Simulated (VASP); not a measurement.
# KF (P6_3/mmc) in VASP: further runs

The runs below take KF through single point, with PBE.

Everything below comes from runs of VASP 6.6.1. Logs are shortened: lines on timing, memory, paths and dates and some standing lists are left out, and cuts for length are marked.

## 1. The cell of the first run

Symmetry: P6_3/mmc, No. 194, hexagonal system. The conventional cell has a = 3.663 Å, b = 3.663 Å, c = 6.460 Å, α = 90.00°, β = 90.00°, γ = 120.00°. Within 3.5 Å of K (site symmetry -3m) lie 6 F at 2.66 Å and 2 K at 3.23 Å. Within 3.5 Å of F (site symmetry -6m2) lie 6 K at 2.66 Å.

## 2. Single point, PBE (18.77 Å³/atom)

The input, INCAR:

```
PREC = Accurate ; ENCUT = 520
EDIFF = 1E-7 ; ISMEAR = 0
SIGMA = 0.01 ; LREAL = False
LASPH = True ; NELM = 100
ALGO = Normal ; ISIF = 2
LWAVE = False ; LCHARG = False
GGA = PE ; NBANDS = 24
```

The input, KPOINTS:

```
regular mesh
0
Gamma
  6 6 4
```

The input, POSCAR:

```
KF
1.0
    3.6634827621      0.0000000000      0.0000000000
   -1.8317413810      3.1726691383      0.0000000000
    0.0000000000      0.0000000000      6.4598831682
K F
2 2
Direct
    0.0000000000      0.0000000000      0.0000000000
    0.0000000000      0.0000000000      0.5000000000
    0.3333333333      0.6666666667      0.2500000000
    0.6666666667      0.3333333333      0.7500000000
```

Potentials or basis: VASP PAW PBE potentials, release 64 (K_sv, F).

Launch:

```sh
> cat potpaw_PBE.64/K_sv/POTCAR potpaw_PBE.64/F/POTCAR > POTCAR
> mpirun -np 1 vasp_std > vasp.out
```

OUTCAR:

```text
PREC = Accurate
   ENCUT = 520
   EDIFF = 1E-7
   ISMEAR = 0
   LREAL = False
   LASPH = True
   NELM = 100
   ISIF = 2
   GGA = PE

 ion  position               nearest neighbor table
   1  0.000  0.000  0.000-   3 2.66   4 2.66   3 2.66   4 2.66   4 2.66   3 2.66   2 3.23   2 3.23

   2  0.000  0.000  0.500-   3 2.66   4 2.66   3 2.66   4 2.66   4 2.66   3 2.66   1 3.23   1 3.23

   3  0.333  0.667  0.250-   1 2.66   2 2.66   1 2.66   2 2.66   1 2.66   2 2.66
   4  0.667  0.333  0.750-   1 2.66   2 2.66   1 2.66   2 2.66   1 2.66   2 2.66

  LATTYP: Found a hexagonal cell.
 ALAT       =     3.6634827621
 C/A-ratio  =     1.7633174735

  Lattice vectors:

 A1 = (   3.6634827621,   0.0000000000,   0.0000000000)
 A2 = (  -1.8317413810,   3.1726691383,   0.0000000000)
 A3 = (   0.0000000000,   0.0000000000,   6.4598831682)

Analysis of symmetry for initial positions (statically):
=====================================================================
 Subroutine PRICEL returns:
 Original cell was already a primitive cell.

 Routine SETGRP: Setting up the symmetry group for a
 hexagonal supercell.

 Subroutine GETGRP returns: Found 24 space group operations
 (whereof 12 operations were pure point group operations)
 out of a pool of 24 trial point group operations.

The static configuration has the point symmetry D_3d.
 The point group associated with its full space group is D_6h.

Analysis of symmetry for dynamics (positions and initial velocities):
=====================================================================
 Subroutine PRICEL returns:
 Original cell was already a primitive cell.

 Routine SETGRP: Setting up the symmetry group for a
 hexagonal supercell.

 Subroutine GETGRP returns: Found 24 space group operations
 (whereof 12 operations were pure point group operations)
 out of a pool of 24 trial point group operations.

The dynamic configuration has the point symmetry D_3d.
 The point group associated with its full space group is D_6h.

 Subroutine INISYM returns: Found 24 space group operations
 (whereof 12 operations are pure point group operations),
 and found     1 'primitive' translations

----------------------------------------------------------------------------------------

                                     Primitive cell

  volume of cell :      75.0833

  direct lattice vectors                    reciprocal lattice vectors
     3.663482762  0.000000000  0.000000000     0.272964298  0.157596011  0.000000000
    -1.831741381  3.172669138  0.000000000     0.000000000  0.315192022  0.000000000
     0.000000000  0.000000000  6.459883168     0.000000000  0.000000000  0.154801561

  length of vectors
     3.663482762  3.663482762  6.459883168     0.315192022  0.315192022  0.154801561

  position of ions in fractional coordinates (direct lattice)
     0.000000000  0.000000000  0.000000000
     0.000000000  0.000000000  0.500000000
     0.333333333  0.666666667  0.250000000
     0.666666667  0.333333333  0.750000000

  ion indices of the primitive-cell ions
   primitive index   ion index
                 1           1
                 2           2
                 3           3
                 4           4

----------------------------------------------------------------------------------------

 KPOINTS: regular mesh

Automatic generation of k-mesh.
 Grid dimensions read from file:
 generate k-points for:    6    6    4

 Generating k-lattice:

  Cartesian coordinates                     Fractional coordinates (reciprocal lattice)
     0.045494050  0.026266002  0.000000000     0.166666667  0.000000000  0.000000000
     0.000000000  0.052532004  0.000000000     0.000000000  0.166666667  0.000000000
     0.000000000  0.000000000  0.038700390     0.000000000  0.000000000  0.250000000

  Length of vectors
     0.052532004  0.052532004  0.038700390

  Shift w.r.t. Gamma in fractional coordinates (k-lattice)
     0.000000000  0.000000000  0.000000000

 Subroutine IBZKPT returns following result:
 ===========================================

 Found     21 irreducible k-points:

 Following reciprocal coordinates:
            Coordinates               Weight
  0.000000  0.000000  0.000000      1.000000
  0.166667 -0.000000  0.000000      6.000000
  0.333333 -0.000000  0.000000      6.000000
  0.500000 -0.000000  0.000000      3.000000
  0.166667  0.166667  0.000000      6.000000
  0.333333  0.166667  0.000000     12.000000
[... 13 lines left out ...]
  0.333333  0.166667  0.500000     12.000000
  0.333333  0.333333  0.500000      2.000000
   k-points           NKPTS =     21   k-points in BZ     NKDIM =     21   number of bands    NBANDS=     24
   number of dos      NEDOS =    301   number of ions     NIONS =      4
   total plane-waves  NPLWV =  37632
   dimension x,y,z NGX =    28 NGY =   28 NGZ =   48
   dimension x,y,z NGXF=    56 NGYF=   56 NGZF=   96
   ions per type =               2   2
   NGX,Y,Z   is equivalent  to a cutoff of  12.71, 12.71, 12.35 a.u.
   NGXF,Y,Z  is equivalent  to a cutoff of  25.41, 25.41, 24.71 a.u.
 SYSTEM =  unknown system
   PREC   = accura    normal or accurate (medium, high low for compatibility)
   ISTART =      0    job   : 0-new  1-cont  2-samecut
   ICHARG =      2    charge: 1-file 2-atom 10-const
   ISPIN  =      1    spin polarized calculation?
   LNONCOLLINEAR =      F non collinear calculations
   LSORBIT =      F    spin-orbit coupling
   LASPH  =      T    aspherical Exc in radial PAW
   ENCUT  =  520.0 eV  38.22 Ry    6.18 a.u.   6.81  6.81 12.01*2*pi/ulx,y,z
   NELM   =    100;   NELMIN=  2; NELMDL= -5     # of ELM steps
   EDIFF  = 0.1E-06   stopping-criterion for ELM
   LREAL  =      F    real-space projection
   EDIFFG = 0.1E-05   stopping-criterion for IOM
   NSW    =      0    number of steps for IOM
   IBRION =     -1    ionic relax: 0-MD 1-quasi-New 2-CG
   NFREE  =      0    steps in history (QN), initial steepest desc. (CG)
   ISIF   =      2    stress and relaxation
   ISYM   =      2    0-nonsym 1-usesym 2-fastsym
   POTIM  = 0.5000    time-step for ionic-motion
   TEBEG  =    0.0;   TEEND  =   0.0 temperature during run
   PSTRESS=    0.0 pullay stress
   NELECT =      32.0000    total number of electrons
   NUPDOWN=      -1.0000    fix difference up-down
   EMIN   =  10.00;   EMAX   =-10.00  energy-range for DOS
   EFERMI =   0.00;   METHOD = LEGACY
   ISMEAR =     0;   SIGMA  =   0.01  broadening in eV -4-tet -1-fermi 0-gaus
   EFERMI_NEDOS =   21; number of points for ismear=-14 and -15
   IALGO  =     38    algorithm
   IMIX   =      4    mixing-type and parameters
     AMIX     =   0.40;   BMIX     =  1.00
     AMIX_MAG =   1.60;   BMIX_MAG =  1.00
  volume/ion in A,a.u.               =      18.77       126.67
  Fermi-wavevector in a.u.,A,eV,Ry     =   1.231999  2.328140 20.651210  1.517821
  Thomas-Fermi vector in A             =   2.366786
   LORBIT       =      0    0 simple, 1 ext, 2 COOP (PROOUT), +10 PAW based schemes
   GGA     = PE    functional components
   LHFCALC =     F    Hartree Fock is set to
   AEXX    =    0.0000 exact exchange contribution
   IVDW    =     0    specifies the selected vdW correction
   LEPSILON=     F    determine dielectric tensor
   LRPA    =     F    only Hartree local field effects (RPA)
 non-spin polarized calculation
 Gauss-broadening in eV      SIGMA  =   0.01
  energy-cutoff  :      520.00
  volume of cell :       75.08
 maximum number of plane-waves:      2040
 NGX is ok and might be reduce to    28
   NGX = 13   NGY = 13   NGZ = 25

 number of electron      31.9999999 magnetization

 Free energy of the ion-electron system (eV)
  ---------------------------------------------------
  ext. energy  EPLUGINS =         0.00000000
  ---------------------------------------------------
  free energy    TOTEN  =       -16.40036924 eV

  energy without entropy =      -16.40036924  energy(sigma->0) =      -16.40036924

 E-fermi :  -2.6514     XC(G=0):  -8.4783

 val. band max:       -2.7115041092   @ k =   0.0000   0.0000   0.0000
 cond. band min:       3.4866694226   @ k =   0.0000   0.0000   0.0000
 fundamental gap:      6.1981735318
 Fermi energy:        -2.6513770432

 k-point     1 :       0.0000    0.0000    0.0000
  band No.  band energies     occupation
      1     -29.0224      2.00000
      2     -28.8754      2.00000
      3     -21.5248      2.00000
      4     -21.4104      2.00000
      5     -12.7058      2.00000
      6     -12.2592      2.00000
[... 16 lines left out ...]
     23       8.6720      0.00000
     24       8.6720      0.00000

 k-point     2 :       0.1667   -0.0000    0.0000
  band No.  band energies     occupation
      1     -29.0000      2.00000
      2     -28.8601      2.00000
      3     -21.5039      2.00000
      4     -21.4276      2.00000
      5     -12.7534      2.00000
      6     -12.3415      2.00000
[... 16 lines left out ...]
     23       8.9656      0.00000
     24       9.1780      0.00000

 k-point     3 :       0.3333   -0.0000    0.0000
  band No.  band energies     occupation
      1     -28.9546      2.00000
      2     -28.8292      2.00000
      3     -21.4821      2.00000
      4     -21.4426      2.00000
      5     -12.8598      2.00000
      6     -12.5516      2.00000
[... 16 lines left out ...]
     23       9.3058      0.00000
     24      10.5094      0.00000

 k-point     4 :       0.5000   -0.0000    0.0000
  band No.  band energies     occupation
      1     -28.9317      2.00000
      2     -28.8137      2.00000
      3     -21.4955      2.00000
      4     -21.4259      2.00000
      5     -12.9199      2.00000
      6     -12.6814      2.00000
[... 16 lines left out ...]
     23      10.7093      0.00000
     24      10.9280      0.00000

 k-point     5 :       0.1667    0.1667    0.0000
  band No.  band energies     occupation
      1     -28.9661      2.00000
      2     -28.8370      2.00000
      3     -21.4743      2.00000
      4     -21.4522      2.00000
      5     -12.8253      2.00000
      6     -12.4575      2.00000
[... 16 lines left out ...]
     23       9.0856      0.00000
     24      10.2815      0.00000

 k-point     6 :       0.3333    0.1667    0.0000
  band No.  band energies     occupation
      1     -28.9317      2.00000
      2     -28.8137      2.00000
      3     -21.4793      2.00000
      4     -21.4417      2.00000
      5     -12.8983      2.00000
      6     -12.6104      2.00000
[... 16 lines left out ...]
     23       9.2122      0.00000
     24      10.9506      0.00000
[... 298 lines left out ...]
 k-point    18 :       0.5000   -0.0000    0.5000
  band No.  band energies     occupation
      1     -28.8733      2.00000
      2     -28.8733      2.00000
      3     -21.4608      2.00000
      4     -21.4608      2.00000
      5     -12.6476      2.00000
      6     -12.6476      2.00000
[... 16 lines left out ...]
     23      10.1996      0.00000
     24      10.1997      0.00000

 k-point    19 :       0.1667    0.1667    0.5000
  band No.  band energies     occupation
      1     -28.9023      2.00000
      2     -28.9023      2.00000
      3     -21.4620      2.00000
      4     -21.4620      2.00000
      5     -12.5064      2.00000
      6     -12.5064      2.00000
[... 16 lines left out ...]
     23       9.8451      0.00000
     24       9.8451      0.00000

 k-point    20 :       0.3333    0.1667    0.5000
  band No.  band energies     occupation
      1     -28.8733      2.00000
      2     -28.8733      2.00000
      3     -21.4602      2.00000
      4     -21.4602      2.00000
      5     -12.6111      2.00000
      6     -12.6111      2.00000
[... 16 lines left out ...]
     23       9.5421      0.00000
     24       9.5421      0.00000

 k-point    21 :       0.3333    0.3333    0.5000
  band No.  band energies     occupation
      1     -28.8637      2.00000
      2     -28.8637      2.00000
      3     -21.4593      2.00000
      4     -21.4593      2.00000
      5     -12.6171      2.00000
      6     -12.6171      2.00000
[... 16 lines left out ...]
     23       9.1510      0.00000
     24       9.1510      0.00000

------------------------ aborting loop because EDIFF is reached ----------------------------------------

  FORCE on cell =-STRESS in cart. coord.  units (eV):
  Direction    XX          YY          ZZ          XY          YZ          ZX
  --------------------------------------------------------------------------------------
  -------------------------------------------------------------------------------------
  Total        0.9188119      0.9188119      1.1410388      0.0000000      0.0000000     -0.0000000
  in kB       19.6062084     19.6062084     24.3482298      0.0000000      0.0000000     -0.0000000
  external PRESSURE =      21.1868822 kB  Pullay stress =       0.0000000 kB

 VOLUME and BASIS-vectors are now :
 -----------------------------------------------------------------------------
  energy-cutoff  :      520.00
  volume of cell :       75.08
      direct lattice vectors                 reciprocal lattice vectors
     3.663482762  0.000000000  0.000000000     0.272964298  0.157596011  0.000000000
    -1.831741381  3.172669138  0.000000000     0.000000000  0.315192022  0.000000000
     0.000000000  0.000000000  6.459883168     0.000000000  0.000000000  0.154801561

 POSITION                                       TOTAL-FORCE (eV/Angst)
 -----------------------------------------------------------------------------------
      0.00000      0.00000      0.00000        -0.000000      0.000000      0.000000
      0.00000      0.00000      3.22994        -0.000000      0.000000      0.000000
     -0.00000      2.11511      1.61497         0.000000     -0.000000     -0.000000
      1.83174      1.05756      4.84491        -0.000000     -0.000000     -0.000000
 -----------------------------------------------------------------------------------
    total drift:                                0.000000     -0.000000      0.000000

  FREE ENERGIE OF THE ION-ELECTRON SYSTEM (eV)
  ---------------------------------------------------
  free  energy   TOTEN  =       -16.4003692446 eV

  energy  without entropy=      -16.4003692446  energy(sigma->0) =      -16.40036924
```

It took 54 s on 1 thread of Intel Xeon 8259CL, shared host; peak memory 0.2 GiB.

What came out:

```yaml
Free_energy: -16.4004 eV
Pressure: 2.1 GPa
Band_gap_on_the_k_mesh: 6.20 eV
```

A k mesh can miss the band edges.

## 3. Single point, PBE (19.37 Å³/atom)

This run uses another cell than the first one, of 19.37 Å³/atom.

The input, INCAR:

```
SYSTEM = KF
  PREC = Accurate
  ENCUT = 520
  EDIFF = 1E-6
  ISMEAR = 0
  SIGMA = 0.01
  LREAL = .FALSE.
  LASPH = .TRUE.
  NELM = 60
  ALGO = Normal
  ISIF = 2
  LWAVE = .FALSE.
  LCHARG = .TRUE.
  GGA = PE
  LELF = .TRUE.
  LVHAR = .TRUE.
  NBANDS = 24
```

The input, KPOINTS:

```
regular mesh
0
G
  6 6 4
  0 0 0
```

The input, POSCAR:

```
KF
1.0
    3.7020485726      0.0000000000      0.0000000000
   -1.8510242863      3.2060681099      0.0000000000
    0.0000000000      0.0000000000      6.5278869358
K F
2 2
Direct
    0.0000000000      0.0000000000      0.0000000000
    0.0000000000      0.0000000000      0.5000000000
    0.3333333333      0.6666666667      0.2500000000
    0.6666666667      0.3333333333      0.7500000000
```

Potentials or basis: VASP PAW PBE potentials, release 64 (K_sv, F).

Launch:

```sh
> cat potpaw_PBE.64/K_sv/POTCAR potpaw_PBE.64/F/POTCAR > POTCAR
> mpirun -np 1 vasp_std > vasp.out
```

OUTCAR:

```text
SYSTEM = KF
   PREC = Accurate
   ENCUT = 520
   EDIFF = 1E-6
   ISMEAR = 0
   LREAL = .FALSE.
   LASPH = .TRUE.
   NELM = 60
   ISIF = 2
   GGA = PE

 ion  position               nearest neighbor table
   1  0.000  0.000  0.000-   3 2.69   4 2.69   3 2.69   4 2.69   4 2.69   3 2.69   2 3.26   2 3.26

   2  0.000  0.000  0.500-   3 2.69   4 2.69   3 2.69   4 2.69   4 2.69   3 2.69   1 3.26   1 3.26

   3  0.333  0.667  0.250-   1 2.69   2 2.69   1 2.69   2 2.69   1 2.69   2 2.69
   4  0.667  0.333  0.750-   1 2.69   2 2.69   1 2.69   2 2.69   1 2.69   2 2.69

  LATTYP: Found a hexagonal cell.
 ALAT       =     3.7020485726
 C/A-ratio  =     1.7633174735

  Lattice vectors:

 A1 = (   3.7020485726,   0.0000000000,   0.0000000000)
 A2 = (  -1.8510242863,   3.2060681099,   0.0000000000)
 A3 = (   0.0000000000,   0.0000000000,   6.5278869358)

Analysis of symmetry for initial positions (statically):
=====================================================================
 Subroutine PRICEL returns:
 Original cell was already a primitive cell.

 Routine SETGRP: Setting up the symmetry group for a
 hexagonal supercell.

 Subroutine GETGRP returns: Found 24 space group operations
 (whereof 12 operations were pure point group operations)
[... 170 lines left out ...]
 cond. band min:       3.2426698661   @ k =   0.0000   0.0000   0.0000
 fundamental gap:      6.0376101634
 Fermi energy:        -2.7441834361

 k-point     1 :       0.0000    0.0000    0.0000
  band No.  band energies     occupation
      1     -29.1890      2.00000
      2     -29.0596      2.00000
      3     -21.5729      2.00000
      4     -21.4761      2.00000
      5     -12.8692      2.00000
      6     -12.4490      2.00000
[... 556 lines left out ...]
     23       8.8799      0.00000
     24       8.8799      0.00000

------------------------ aborting loop because EDIFF is reached ----------------------------------------

  FORCE on cell =-STRESS in cart. coord.  units (eV):
  Direction    XX          YY          ZZ          XY          YZ          ZX
  --------------------------------------------------------------------------------------
  -------------------------------------------------------------------------------------
  Total        0.4297686      0.4297686      0.5541041      0.0000000      0.0000000      0.0000000
  in kB        8.8870532      8.8870532     11.4581498      0.0000000      0.0000000      0.0000000
  external PRESSURE =       9.7440854 kB  Pullay stress =       0.0000000 kB

 VOLUME and BASIS-vectors are now :
 -----------------------------------------------------------------------------
  energy-cutoff  :      520.00
  volume of cell :       77.48
      direct lattice vectors                 reciprocal lattice vectors
     3.702048573  0.000000000  0.000000000     0.270120713  0.155954266  0.000000000
    -1.851024286  3.206068110  0.000000000     0.000000000  0.311908533  0.000000000
     0.000000000  0.000000000  6.527886936     0.000000000  0.000000000  0.153188928

 POSITION                                       TOTAL-FORCE (eV/Angst)
 -----------------------------------------------------------------------------------
      0.00000      0.00000      0.00000        -0.000000      0.000000     -0.000000
      0.00000      0.00000      3.26394        -0.000000      0.000000     -0.000000
     -0.00000      2.13738      1.63197         0.000000     -0.000000     -0.000000
      1.85102      1.06869      4.89592         0.000000      0.000000      0.000000
 -----------------------------------------------------------------------------------
    total drift:                                0.000000     -0.000000      0.000000

  FREE ENERGIE OF THE ION-ELECTRON SYSTEM (eV)
  ---------------------------------------------------
  free  energy   TOTEN  =       -16.4262211758 eV

  energy  without entropy=      -16.4262211758  energy(sigma->0) =      -16.42622118
```

stdout:

```text
POSCAR found type information on POSCAR K F
 POSCAR found :  2 types and       4 ions
 scaLAPACK will be used
 LDA part: xc-table for (Slater+PW92), standard interpolation
 POSCAR, INCAR and KPOINTS ok, starting setup
 FFT: planning ... GRIDC
 FFT: planning ... GRID_SOFT
 FFT: planning ... GRID
 WAVECAR not read
 entering main loop
```

It took 71 s on 1 thread of Intel Xeon 8259CL, shared host; peak memory 0.2 GiB.

Results:

| Quantity | Value |
| --- | --- |
| Free energy | -16.4262 eV |
| Pressure | 1.0 GPa |
| Band gap on the k mesh | 6.04 eV |

A k mesh can miss the band edges.
